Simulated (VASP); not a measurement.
A run of VASP 6.6.1:

INCAR

```
  PREC = Accurate
  ENCUT = 750
  EDIFF = 1E-6
  ISMEAR = 0
  SIGMA = 0.05
  LREAL = False
  LASPH = True
  NELM = 120
  ALGO = Normal
  ISIF = 2
  LWAVE = False
  LCHARG = False
  GGA = PE
  NBANDS = 9
  GGA_COMPAT = False
```

Contents of KPOINTS:

```
regular mesh
0
Gamma
  10 10 10
```

File POSCAR:

```
LiH
1.0
    0.0000000000      2.0731500000      2.0325000000
    2.0325000000      0.0000000000      2.0325000000
    2.0325000000      2.0731500000      0.0000000000
Li H
1 1
Direct
    0.0000000000      0.0000000000      0.0000000000
    0.5000000000      0.5000000000      0.5000000000
```

Potentials or basis: VASP PAW PBE potentials, release 64 (Li_sv, H).

Command:

```sh
$ cat potpaw_PBE.64/Li_sv/POTCAR potpaw_PBE.64/H/POTCAR > POTCAR
$ mpirun -np 1 vasp_std > vasp.out
```

Hardware: 1 thread of AMD EPYC 7R13, on a shared host.

Question: How long does it take, and how much memory?

Answer: Run time: 43 s on 1 thread of AMD EPYC 7R13 (shared host), peak memory 0.13 GiB. Counts: scf iterations 11, k points 102.
